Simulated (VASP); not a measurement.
# TlMo4F: single point with PBE

The system is TlMo4F.

```
Tl Mo F
1.0
     0.08790    3.81839    3.81839
     3.81839    0.08790    3.81839
     3.81839    3.81839    0.08790
Tl Mo F
1 4 1
Direct
  0.00127 0.00127 0.00127
  0.37209 0.37209 0.83908
  0.37209 0.83908 0.37209
  0.83908 0.37209 0.37209
  0.36558 0.36558 0.36558
  0.79989 0.79989 0.79989
```

The cell was generated, and may not be a known phase.

```yaml
Program: VASP 6.6.1
Task: single point
Functional: PBE
Potentials_or_basis: VASP PAW PBE potentials, release 64 (Tl_d, Mo_sv, F)
Cutoff: 520 eV
k_mesh: 4 × 4 × 4
Occupations: gaussian, width 0.1 eV
Spin: collinear spin
Starting_moments: "[0.0, 1.0, 1.0, 1.0, -1.0, 0.0] μB"
Dipole_correction: no
Further_INCAR_settings: ALGO = Normal; EDIFF = 1e-06; NBANDS = 51
```

```yaml
Pressure: 0.4 GPa
Largest_force: 0.109 eV/Å
Band_gap_on_the_k_mesh: zero (filled and empty bands overlap)
Net_moment: 0.00 μB per cell
Valence_electrons_inside_the_program's_atomic_spheres: Tl 11.30; Mo 12.57, 12.48 (each value once); F 5.99
```

Forces on the atoms (eV/Å):
```
Tl  -0.003 -0.003 -0.003
Mo   0.055  0.055 -0.076
Mo   0.055 -0.076  0.055
Mo  -0.076  0.055  0.055
Mo  -0.027 -0.027 -0.027
F   -0.005 -0.005 -0.005
```

Levels at points of the mesh, in eV from the Fermi level:
Spin up:
```csv
k point,band 34,band 35,band 36,band 37,band 38,band 39,band 40,band 41,band 42,band 43
"(0.00, 0.00, 0.00)",-2.62,-1.64,1.16,1.50,1.50,1.70,1.74,1.87,1.87,1.98
"(0.50, 0.00, 0.00)",-1.24,-1.14,-1.04,-0.81,-0.49,-0.16,0.53,0.81,1.42,1.59
"(0.50, 0.50, 0.00)",-1.43,-1.27,-1.21,-0.85,-0.42,-0.29,0.12,0.36,0.67,0.80
"(0.50, 0.50, 0.50)",-1.27,-0.95,-0.95,-0.77,-0.67,-0.67,0.20,0.20,1.61,1.86
```
Spin down:
| k point | band 35 | band 36 | band 37 | band 38 | band 39 | band 40 | band 41 | band 42 |
| --- | --- | --- | --- | --- | --- | --- | --- | --- |
| (0.00, 0.00, 0.00) | -1.64 | 1.16 | 1.50 | 1.50 | 1.70 | 1.74 | 1.87 | 1.87 |
| (0.50, 0.00, 0.00) | -1.14 | -1.04 | -0.81 | -0.49 | -0.16 | 0.53 | 0.81 | 1.42 |
| (0.50, 0.50, 0.00) | -1.27 | -1.21 | -0.85 | -0.42 | -0.29 | 0.12 | 0.36 | 0.67 |
| (0.50, 0.50, 0.50) | -0.95 | -0.95 | -0.77 | -0.67 | -0.67 | 0.20 | 0.20 | 1.61 |

Wall time 2.1 min on 1 thread of Intel(R) Xeon(R) Platinum 8488C (Sapphire Rapids), on a shared host, peak memory 0.34 GiB.

Caveat: the k points lie up to 0.36 Å⁻¹ apart, too coarse for converged energies and pressures of a metal; spin-orbit coupling is left out, which moves the levels of the heavy elements.
